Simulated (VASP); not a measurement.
W, 6 atoms in the cell. The cell holds a slab with vacuum, 6 atoms: a = 2.716 Å, b = 2.716 Å, c = 26.087 Å, α = 90.00°, β = 90.00°, γ = 109.47°. 

| Item | Value |
| --- | --- |
| Program | VASP 6.6.1 |
| Task | single point |
| Functional | LDA |
| Potentials or basis | VASP PAW LDA potentials, release 64 (W_sv) |
| Cutoff | 400 eV |
| k mesh | 13 × 13 × 1 |
| Occupations | gaussian, width 0.1 eV |
| Spin | no spin polarisation |
| Dipole correction | yes |
| Further INCAR settings | ALGO = Normal; EDIFF = 1e-06; NBANDS = 51; NELMDL = -8 |

Potentials or basis: VASP PAW LDA potentials, release 64 (W_sv).

Command:

```console
$ cat potpaw_LDA.64/W_sv/POTCAR > POTCAR
$ mpirun -np 1 vasp_std > vasp.out
```

Hardware: 1 thread of Intel(R) Xeon(R) Platinum 8259CL CPU @ 2.50GHz (Skylake/Cascade Lake), on a shared host.

**Question.** How long does it take, and how much memory?

**Answer.** It took 11 min on 1 thread of Intel(R) Xeon(R) Platinum 8259CL CPU @ 2.50GHz (Skylake/Cascade Lake) (shared host), peak memory 0.33 GiB. Counts: scf iterations 29, k points 49.
